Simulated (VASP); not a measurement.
A run of VASP 6.6.1 is set up as follows.

POSCAR

```
ZnCu2SnS4
1.0
   -2.7051472600      2.7051472600      5.4112086800
    2.7051472600     -2.7051472600      5.4112086800
    2.7051472600      2.7051472600     -5.4112086800
Zn Cu Sn S
1 2 1 4
Direct
    0.7500000000      0.2500000000      0.5000000000
    0.0000000000      0.0000000000      0.0000000000
    0.2500000000      0.7500000000      0.5000000000
    0.5000000000      0.5000000000      0.0000000000
    0.3643271400      0.3712403200      0.4775805600
    0.8936597600      0.8867465800      0.5224194400
    0.1132534200      0.6356728600      0.0069131800
    0.6287596800      0.1063402400      0.9930868200
```

File INCAR.step1:

```
PREC = Accurate
ENCUT = 660
ISMEAR = 0
SIGMA = 0.1
LREAL = False
LASPH = True
NELM = 120
NBANDS = 46
GGA = PE
ALGO = Normal
EDIFF = 1E-5
LWAVE = True
LCHARG = False
GGA_COMPAT = False
```

The input INCAR.step2:

```
PREC = Accurate
ENCUT = 660
EDIFF = 1E-6
ISMEAR = 0
SIGMA = 0.1
LREAL = False
LASPH = True
NELM = 120
ALGO = Normal
ISIF = 2
LWAVE = False
LCHARG = True
METAGGA = R2SCAN
LMIXTAU = True
LELF = True
LVHAR = True
NBANDS = 46
ISTART = 1
GGA_COMPAT = False
```

Contents of KPOINTS:

```
Automatic mesh
0
Gamma
  6 6 6
```

Potentials or basis: VASP PAW PBE potentials, release 64 (Zn, Cu, Sn_d, S).

Launch:

```console
$ cat potpaw_PBE.64/Zn/POTCAR potpaw_PBE.64/Cu/POTCAR potpaw_PBE.64/Sn_d/POTCAR potpaw_PBE.64/S/POTCAR > POTCAR
$ cp INCAR.step1 INCAR
$ mpirun -np 1 vasp_std > vasp.out
$ cp INCAR.step2 INCAR
$ mpirun -np 1 vasp_std > vasp.out
```

Predict the band gap on the k mesh.

0.50 eV.

Estimate the largest force.

0.029 eV/Å.

Forces in eV/Å, atoms in the order of the input:
```
Zn   0.000  0.000  0.000
Cu   0.000  0.000  0.000
Cu   0.000  0.000  0.000
Sn   0.000  0.000  0.000
S    0.002  0.028  0.008
S   -0.002 -0.028  0.008
S   -0.028  0.002 -0.008
S    0.028 -0.002 -0.008
```

Caveat: the PAW data sets were made with another functional, which shifts forces and pressure a little; spin-orbit coupling is left out, which moves the levels of the heavy elements. A k mesh can miss the band edges.
